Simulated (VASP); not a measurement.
# HgTe (Cmcm) in VASP: a series of runs

Runs on HgTe. Level: PBEsol. Tasks: single point.

Everything below comes from runs of VASP 6.6.1. Logs are shortened: lines on timing, memory, paths and dates and some standing lists are left out, and cuts for length are marked.

## (1) The cell of the first run

The typed cell holds 4 atoms: a = 4.136 Å, b = 4.136 Å, c = 6.009 Å, α = 90.00°, β = 90.00°, γ = 90.01°.

## (2) Single point, PBEsol (strain -0.025 along x and y, +0.000 along z)

Contents of INCAR:

```
PREC     = Accurate       # precision mode
ENCUT    = 520            # plane-wave cutoff, eV
EDIFF    = 1E-7           # SCF threshold, eV
ISMEAR   = 0              # smearing method
SIGMA    = 0.15           # smearing width, eV
LREAL    = False          # projectors in reciprocal space
LASPH    = True           # aspherical terms in the spheres
NELM     = 60             # most SCF steps
ALGO     = Normal         # electronic algorithm
ISIF     = 2              # what is computed and relaxed
LWAVE    = False          # write WAVECAR
LCHARG   = False          # write CHGCAR
GGA      = PS             # functional
NBANDS   = 26             # bands
```

Contents of KPOINTS:

```
Automatic mesh
0
Gamma
  12 12 8
```

Contents of POSCAR:

```
HgTe
1.0
    2.9245567439     -2.9251319001      0.0000000000
    2.9245567439      2.9251319001      0.0000000000
    0.0000000000      0.0000000000      6.0086701413
Hg Te
2 2
Direct
    0.2498182349      0.7501817651      0.7500000000
    0.7501817651      0.2498182349      0.2500000000
    0.7498667075      0.2501332925      0.7500000000
    0.2501332925      0.7498667075      0.2500000000
```

Potentials or basis: VASP PAW PBE potentials, release 64 (Hg, Te).

Started as:

```console
$ cat potpaw_PBE.64/Hg/POTCAR potpaw_PBE.64/Te/POTCAR > POTCAR
$ mpirun -np 1 vasp_std > vasp.out
```

OUTCAR:

```text
PREC = Accurate
   ENCUT = 520
   EDIFF = 1E-7
   ISMEAR = 0
   LREAL = False
   LASPH = True
   NELM = 60
   ISIF = 2
   GGA = PS

 ion  position               nearest neighbor table
   1  0.250  0.750  0.750-   3 2.92   3 2.92   3 2.92   3 2.93   4 3.00   4 3.00
   2  0.750  0.250  0.250-   4 2.92   4 2.92   4 2.92   4 2.93   3 3.00   3 3.00
   3  0.750  0.250  0.750-   1 2.92   1 2.92   1 2.92   1 2.93   2 3.00   2 3.00
   4  0.250  0.750  0.250-   2 2.92   2 2.92   2 2.92   2 2.93   1 3.00   1 3.00

  LATTYP: Found a base centered orthorhombic cell.
 ALAT       =     5.8491134878
 B/A-ratio  =     1.0001966644
 C/A-ratio  =     1.0272787755

  Lattice vectors:

 A1 = (   2.9245567439,  -2.9251319001,   0.0000000000)
 A2 = (   2.9245567439,   2.9251319001,   0.0000000000)
 A3 = (   0.0000000000,   0.0000000000,   6.0086701413)

Analysis of symmetry for initial positions (statically):
=====================================================================
 Subroutine PRICEL returns:
 Original cell was already a primitive cell.

 Routine SETGRP: Setting up the symmetry group for a
 base centered orthorhombic supercell.

 Subroutine GETGRP returns: Found  8 space group operations
 (whereof  4 operations were pure point group operations)
 out of a pool of  8 trial point group operations.

The static configuration has the point symmetry C_2h.
 The point group associated with its full space group is D_2h.

Analysis of symmetry for dynamics (positions and initial velocities):
=====================================================================
 Subroutine PRICEL returns:
 Original cell was already a primitive cell.

 Routine SETGRP: Setting up the symmetry group for a
 base centered orthorhombic supercell.

 Subroutine GETGRP returns: Found  8 space group operations
 (whereof  4 operations were pure point group operations)
 out of a pool of  8 trial point group operations.

The dynamic configuration has the point symmetry C_2h.
 The point group associated with its full space group is D_2h.

 Subroutine INISYM returns: Found  8 space group operations
 (whereof  4 operations are pure point group operations),
 and found     1 'primitive' translations

----------------------------------------------------------------------------------------

                                     Primitive cell

  volume of cell :     102.8049

  direct lattice vectors                    reciprocal lattice vectors
     2.924556744 -2.925131900  0.000000000     0.170966079 -0.170932463  0.000000000
     2.924556744  2.925131900  0.000000000     0.170966079  0.170932463  0.000000000
     0.000000000  0.000000000  6.008670141     0.000000000  0.000000000  0.166426177

  length of vectors
     4.136354528  4.136354528  6.008670141     0.241758779  0.241758779  0.166426177

  position of ions in fractional coordinates (direct lattice)
     0.249818235  0.750181765  0.750000000
     0.750181765  0.249818235  0.250000000
     0.749866707  0.250133293  0.750000000
     0.250133293  0.749866707  0.250000000

  ion indices of the primitive-cell ions
   primitive index   ion index
                 1           1
                 2           2
                 3           3
                 4           4

----------------------------------------------------------------------------------------

 KPOINTS: Automatic mesh

Automatic generation of k-mesh.
 Grid dimensions read from file:
 generate k-points for:   12   12    8

 Generating k-lattice:

  Cartesian coordinates                     Fractional coordinates (reciprocal lattice)
     0.014247173 -0.014244372  0.000000000     0.083333333  0.000000000  0.000000000
     0.014247173  0.014244372  0.000000000     0.000000000  0.083333333  0.000000000
     0.000000000  0.000000000  0.020803272     0.000000000  0.000000000  0.125000000

  Length of vectors
     0.020146565  0.020146565  0.020803272

  Shift w.r.t. Gamma in fractional coordinates (k-lattice)
     0.000000000  0.000000000  0.000000000

 Subroutine IBZKPT returns following result:
 ===========================================

 Found    215 irreducible k-points:

 Following reciprocal coordinates:
            Coordinates               Weight
  0.000000  0.000000  0.000000      1.000000
  0.083333  0.000000  0.000000      4.000000
  0.166667  0.000000  0.000000      4.000000
  0.250000  0.000000  0.000000      4.000000
  0.333333  0.000000  0.000000      4.000000
  0.416667 -0.000000  0.000000      4.000000
[... 16 lines left out ...]
  0.500000  0.166667  0.000000      4.000000
 -0.416667  0.166667  0.000000      4.000000
 [... further k-points ...]
   k-points           NKPTS =    215   k-points in BZ     NKDIM =    215   number of bands    NBANDS=     26
   number of dos      NEDOS =    301   number of ions     NIONS =      4
   total plane-waves  NPLWV =  49152
   dimension x,y,z NGX =    32 NGY =   32 NGZ =   48
   dimension x,y,z NGXF=    64 NGYF=   64 NGZF=   96
   ions per type =               2   2
   NGX,Y,Z   is equivalent  to a cutoff of  12.86, 12.86, 13.28 a.u.
   NGXF,Y,Z  is equivalent  to a cutoff of  25.72, 25.72, 26.56 a.u.
 SYSTEM =  unknown system
   PREC   = accura    normal or accurate (medium, high low for compatibility)
   ISTART =      0    job   : 0-new  1-cont  2-samecut
   ICHARG =      2    charge: 1-file 2-atom 10-const
   ISPIN  =      1    spin polarized calculation?
   LNONCOLLINEAR =      F non collinear calculations
   LSORBIT =      F    spin-orbit coupling
   LASPH  =      T    aspherical Exc in radial PAW
   ENCUT  =  520.0 eV  38.22 Ry    6.18 a.u.   7.69  7.69 11.17*2*pi/ulx,y,z
   NELM   =     60;   NELMIN=  2; NELMDL= -5     # of ELM steps
   EDIFF  = 0.1E-06   stopping-criterion for ELM
   LREAL  =      F    real-space projection
   EDIFFG = 0.1E-05   stopping-criterion for IOM
   NSW    =      0    number of steps for IOM
   IBRION =     -1    ionic relax: 0-MD 1-quasi-New 2-CG
   NFREE  =      0    steps in history (QN), initial steepest desc. (CG)
   ISIF   =      2    stress and relaxation
   ISYM   =      2    0-nonsym 1-usesym 2-fastsym
   POTIM  = 0.5000    time-step for ionic-motion
   TEBEG  =    0.0;   TEEND  =   0.0 temperature during run
   PSTRESS=    0.0 pullay stress
   NELECT =      36.0000    total number of electrons
   NUPDOWN=      -1.0000    fix difference up-down
   EMIN   =  10.00;   EMAX   =-10.00  energy-range for DOS
   EFERMI =   0.00;   METHOD = LEGACY
   ISMEAR =     0;   SIGMA  =   0.15  broadening in eV -4-tet -1-fermi 0-gaus
   EFERMI_NEDOS =   21; number of points for ismear=-14 and -15
   IALGO  =     38    algorithm
   IMIX   =      4    mixing-type and parameters
     AMIX     =   0.40;   BMIX     =  1.00
     AMIX_MAG =   1.60;   BMIX_MAG =  1.00
  volume/ion in A,a.u.               =      25.70       173.44
  Fermi-wavevector in a.u.,A,eV,Ry     =   1.153908  2.180569 18.116195  1.331503
  Thomas-Fermi vector in A             =   2.290548
   LORBIT       =      0    0 simple, 1 ext, 2 COOP (PROOUT), +10 PAW based schemes
   GGA     = PS    functional components
   LHFCALC =     F    Hartree Fock is set to
   AEXX    =    0.0000 exact exchange contribution
   IVDW    =     0    specifies the selected vdW correction
   LEPSILON=     F    determine dielectric tensor
   LRPA    =     F    only Hartree local field effects (RPA)
 non-spin polarized calculation
 Gauss-broadening in eV      SIGMA  =   0.15
  energy-cutoff  :      520.00
  volume of cell :      102.80
 maximum number of plane-waves:      2798
   NGX = 15   NGY = 15   NGZ = 23

 number of electron      35.9999995 magnetization

 Free energy of the ion-electron system (eV)
  ---------------------------------------------------
  ext. energy  EPLUGINS =         0.00000000
  ---------------------------------------------------
  free energy    TOTEN  =        -8.33802985 eV

  energy without entropy =       -8.31099681  energy(sigma->0) =       -8.32451333

 E-fermi :   5.3835     XC(G=0): -10.5173

 val. band max:        5.3682769290   @ k =   0.4167   0.0833   0.2500
 cond. band min:       5.3882959962   @ k =   0.3333   0.0000   0.3750
 fundamental gap:      0.0200190672
 Fermi energy:         5.3834830181

 k-point     1 :       0.0000    0.0000    0.0000
  band No.  band energies     occupation
      1      -7.4158      2.00000
      2      -6.2045      2.00000
      3      -1.8509      2.00000
      4      -1.7148      2.00000
      5      -1.6742      2.00000
      6      -1.6628      2.00000
[... 18 lines left out ...]
     25      13.1006      0.00000
     26      13.2598      0.00000

 k-point     2 :       0.0833    0.0000    0.0000
  band No.  band energies     occupation
      1      -7.3655      2.00000
      2      -6.1741      2.00000
      3      -1.8458      2.00000
      4      -1.7472      2.00000
      5      -1.6839      2.00000
      6      -1.6554      2.00000
[... 18 lines left out ...]
     25      13.1226      0.00000
     26      13.1314      0.00000

 k-point     3 :       0.1667    0.0000    0.0000
  band No.  band energies     occupation
      1      -7.2175      2.00000
      2      -6.0912      2.00000
      3      -1.8417      2.00000
      4      -1.8323      2.00000
      5      -1.7565      2.00000
      6      -1.7376      2.00000
[... 18 lines left out ...]
     25      13.2257      0.00000
     26      13.3918      0.00000

 k-point     4 :       0.2500    0.0000    0.0000
  band No.  band energies     occupation
      1      -6.9831      2.00000
      2      -5.9836      2.00000
      3      -1.9416      2.00000
      4      -1.8934      2.00000
      5      -1.8787      2.00000
      6      -1.8377      2.00000
[... 18 lines left out ...]
     25      12.8293      0.00000
     26      13.3868      0.00000

 k-point     5 :       0.3333    0.0000    0.0000
  band No.  band energies     occupation
      1      -6.6847      2.00000
      2      -5.9036      2.00000
      3      -2.0438      2.00000
      4      -2.0184      2.00000
      5      -2.0174      2.00000
      6      -1.9852      2.00000
[... 18 lines left out ...]
     25      11.7723      0.00000
     26      12.8375      0.00000

 k-point     6 :       0.4167   -0.0000    0.0000
  band No.  band energies     occupation
      1      -6.3635      2.00000
      2      -5.9220      2.00000
      3      -2.1986      2.00000
      4      -2.1495      2.00000
      5      -2.1137      2.00000
      6      -2.1026      2.00000
[... 427 lines left out ...]
 k-point    21 :       0.3333    0.1667    0.0000
  band No.  band energies     occupation
      1      -6.5838      2.00000
      2      -5.9124      2.00000
      3      -2.1521      2.00000
      4      -2.0840      2.00000
      5      -1.7731      2.00000
      6      -1.7478      2.00000
[... 18 lines left out ...]
     25      12.5034      0.00000
     26      12.6545      0.00000

 k-point    22 :       0.4167    0.1667    0.0000
  band No.  band energies     occupation
      1      -6.3189      2.00000
      2      -5.9524      2.00000
      3      -2.1419      2.00000
      4      -2.0746      2.00000
      5      -1.8649      2.00000
      6      -1.8517      2.00000
[... 18 lines left out ...]
     25      12.5854      0.00000
     26      13.1176      0.00000

 k-point    23 :       0.5000    0.1667    0.0000
  band No.  band energies     occupation
      1      -6.0935      2.00000
      2      -6.0926      2.00000
      3      -2.0635      2.00000
      4      -2.0630      2.00000
      5      -1.9456      2.00000
      6      -1.9451      2.00000
[... 18 lines left out ...]
     25      12.9453      0.00000
     26      12.9483      0.00000

 k-point    24 :      -0.4167    0.1667    0.0000
  band No.  band energies     occupation
      1      -6.3194      2.00000
      2      -5.9523      2.00000
      3      -2.1407      2.00000
      4      -2.0736      2.00000
      5      -1.8651      2.00000
      6      -1.8523      2.00000
[... 18 lines left out ...]
     25      12.5851      0.00000
     26      13.1204      0.00000

 [... further k-points ...]
[... 5 lines left out ...]
  --------------------------------------------------------------------------------------
  -------------------------------------------------------------------------------------
  Total        2.9653929      2.9528291      1.5747564      0.0000000      0.0000000      0.0000000
  in kB       46.2145751     46.0187720     24.5420090      0.0000000      0.0000000      0.0000000
  external PRESSURE =      38.9251187 kB  Pullay stress =       0.0000000 kB

 VOLUME and BASIS-vectors are now :
 -----------------------------------------------------------------------------
  energy-cutoff  :      520.00
  volume of cell :      102.80
      direct lattice vectors                 reciprocal lattice vectors
     2.924556744 -2.925131900  0.000000000     0.170966079 -0.170932463  0.000000000
     2.924556744  2.925131900  0.000000000     0.170966079  0.170932463  0.000000000
     0.000000000  0.000000000  6.008670141     0.000000000  0.000000000  0.166426177

 POSITION                                       TOTAL-FORCE (eV/Angst)
 -----------------------------------------------------------------------------------
      2.92456      1.46363      4.50650         0.000000     -0.000965     -0.000000
      2.92456     -1.46363      1.50217         0.000000      0.000965      0.000000
      2.92456     -1.46179      4.50650         0.000000      0.000162      0.000000
      2.92456      1.46179      1.50217         0.000000     -0.000162     -0.000000
 -----------------------------------------------------------------------------------
    total drift:                                0.000000      0.000000     -0.000000

  FREE ENERGIE OF THE ION-ELECTRON SYSTEM (eV)
  ---------------------------------------------------
  free  energy   TOTEN  =        -8.3380298482 eV

  energy  without entropy=       -8.3109968134  energy(sigma->0) =       -8.32451333
```

Run time: 9.7 min. Hardware: 1 thread of AMD EPYC 7R43 (Zen 3), shared host; peak memory 0.56 GiB.

Results:

- Free energy: -8.3380 eV
- Pressure: 3.9 GPa
- Band gap on the k mesh: zero (bands 18 and 19 overlap by 3.08 eV)

Levels at points of the mesh, in eV from the Fermi level:
```
           k point  band 14  band 15  band 16  band 17  band 18  band 19  band 20  band 21  band 22  band 23
(0.00, 0.00, 0.00)    -2.77    -2.61    -2.61    -0.91    -0.91    -0.71    -0.55     4.74     7.51     7.62
(0.50, 0.00, 0.00)    -5.13    -2.69    -2.69     0.26     0.26     2.38     2.38     4.66     4.66     4.75
(0.50, 0.50, 0.00)    -4.98    -2.98    -2.98    -2.86    -2.86    -2.57    -2.57     4.59     4.59     9.26
(0.00, 0.00, 0.50)    -3.25    -1.74    -1.74    -1.73    -1.73     0.62     0.62     5.43     5.43     5.89
(0.50, 0.00, 0.50)    -5.92     0.30     0.30     0.51     0.51     2.42     2.42     3.69     3.69     3.90
(0.50, 0.50, 0.50)    -4.67    -3.90    -3.90    -3.90    -3.90     1.80     1.80     4.60     4.60     6.70
```

Caveat: the cell differs from its parent crystal (strain -0.025 along x and y, +0.000 along z); the cell stands under pressure; the PAW data sets were made with another functional, which shifts forces and pressure a little; spin-orbit coupling is left out, which moves the levels of the heavy elements.

## (3) Single point, PBEsol (strain +0.000 along x and y, -0.025 along z)

Contents of INCAR:

```
ALGO     = Normal         # electronic algorithm
EDIFF    = 1E-7           # SCF threshold, eV
ENCUT    = 520            # plane-wave cutoff, eV
GGA      = PS             # functional
ISIF     = 2              # what is computed and relaxed
ISMEAR   = 0              # smearing method
LASPH    = T              # aspherical terms in the spheres
LCHARG   = T              # write CHGCAR
LELF     = T              # ELF
LREAL    = F              # projectors in reciprocal space
LVHAR    = T            
LWAVE    = F              # write WAVECAR
NBANDS   = 26             # bands
NELM     = 100            # most SCF steps
PREC     = Accurate       # precision mode
SIGMA    = 0.15           # smearing width, eV
```

Contents of KPOINTS:

```
k-points
0
Gamma
  12 12 8
```

Contents of POSCAR:

```
HgTe
1.0
    2.9995453784     -3.0001352822      0.0000000000
    2.9995453784      3.0001352822      0.0000000000
    0.0000000000      0.0000000000      5.8584533878
Hg Te
2 2
Direct
    0.2498182349      0.7501817651      0.7500000000
    0.7501817651      0.2498182349      0.2500000000
    0.7498667075      0.2501332925      0.7500000000
    0.2501332925      0.7498667075      0.2500000000
```

Potentials or basis: VASP PAW PBE potentials, release 64 (Hg, Te).

Started as:

```console
$ cat potpaw_PBE.64/Hg/POTCAR potpaw_PBE.64/Te/POTCAR > POTCAR
$ mpirun -np 1 vasp_std > vasp.out
```

It took 9 min on 1 thread of AMD EPYC 7R43 (Zen 3), shared host; peak memory 0.57 GiB.

Results (log left out):

| Quantity | Value |
| --- | --- |
| Free energy | -8.3883 eV |
| Pressure | 2.0 GPa |
| Band gap on the k mesh | zero (bands 18 and 19 overlap by 2.87 eV) |

Stress tensor (GPa, compression positive):
```
1.36 0.00 0.00
0.00 1.35 0.00
0.00 0.00 3.25
```

Levels at points of the mesh, in eV from the Fermi level:
```tsv
k point	band 14	band 15	band 16	band 17	band 18	band 19	band 20	band 21	band 22	band 23
(0.00, 0.00, 0.00)	-3.00	-2.63	-2.63	-0.93	-0.74	-0.74	-0.68	4.58	7.63	7.63
(0.50, 0.00, 0.00)	-4.85	-2.77	-2.77	-0.03	-0.03	1.99	1.99	4.51	4.51	4.73
(0.50, 0.50, 0.00)	-4.79	-2.82	-2.82	-2.67	-2.67	-2.42	-2.42	4.71	4.72	9.22
(0.00, 0.00, 0.50)	-3.51	-1.64	-1.64	-1.64	-1.64	1.16	1.16	5.33	5.33	5.98
(0.50, 0.00, 0.50)	-5.81	0.29	0.29	0.45	0.45	2.45	2.45	3.71	3.71	3.93
(0.50, 0.50, 0.50)	-4.69	-3.59	-3.59	-3.59	-3.59	2.31	2.31	4.86	4.86	6.80
```

Caveat: the cell differs from its parent crystal (strain +0.000 along x and y, -0.025 along z); the PAW data sets were made with another functional, which shifts forces and pressure a little; spin-orbit coupling is left out, which moves the levels of the heavy elements.

The gap in the log of VASP goes by the Fermi energy; the results here count the filled bands.